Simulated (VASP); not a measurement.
Wanted: the native input for a VASP 6.6.1 run.

```yaml
Task: single point
Functional: PBE
Potentials_or_basis: VASP PAW PBE potentials, release 64 (La, O)
Cutoff: 520 eV
k_mesh: 8 × 8 × 6
Occupations: gaussian, width 0.02 eV
Spin: no spin polarisation
Dipole_correction: no
Further_INCAR_settings: ALGO = Normal; EDIFF = 1e-07; NBANDS = 28
```

The structure of La2O3 lies in POSCAR:

```
La2O3
1.0
    4.0329754499      0.0000000000      0.0000000000
    0.0000000000      4.0329754499      0.0000000000
    0.0000000000      0.0000000000      5.9878229204
La O
2 3
Direct
    0.0000000000      0.0000000000      0.8305609182
    0.5000000000      0.5000000000      0.2450530348
    0.5000000000      0.5000000000      0.6211191102
    0.5000000000      0.0000000000      0.0473534784
    0.0000000000      0.5000000000      0.0473534784
```

The cell was built from a structure type or drawn by symmetry, and may not be a known phase.

These files were run (other wordings do the same):

INCAR

```
ALGO     = Normal         # electronic algorithm
EDIFF    = 1E-7           # SCF threshold, eV
ENCUT    = 520            # plane-wave cutoff, eV
GGA      = PE             # functional
ISIF     = 2              # what is computed and relaxed
ISMEAR   = 0              # smearing method
LASPH    = T              # aspherical terms in the spheres
LCHARG   = F              # write CHGCAR
LREAL    = F              # projectors in reciprocal space
LWAVE    = F              # write WAVECAR
NBANDS   = 28             # bands
NELM     = 60             # most SCF steps
PREC     = Accurate       # precision mode
SIGMA    = 0.02           # smearing width, eV
```

KPOINTS

```
k-points
0
Gamma
  8 8 6
```

Potentials or basis: VASP PAW PBE potentials, release 64 (La, O).

Command:

```sh
$ cat potpaw_PBE.64/La/POTCAR potpaw_PBE.64/O/POTCAR > POTCAR
$ mpirun -np 1 vasp_std > vasp.out
```

It gave:

- Pressure: -0.2 GPa
- Largest force: 0.029 eV/Å
- Band gap on the k mesh: 1.96 eV (least direct gap 2.52 eV)

Caveat: spin-orbit coupling is left out, which moves the levels of the heavy elements.

Wall time 5 min on 1 thread of Intel(R) Xeon(R) Platinum 8375C CPU @ 2.90GHz (Ice Lake), on a shared host, peak memory 0.3 GiB.
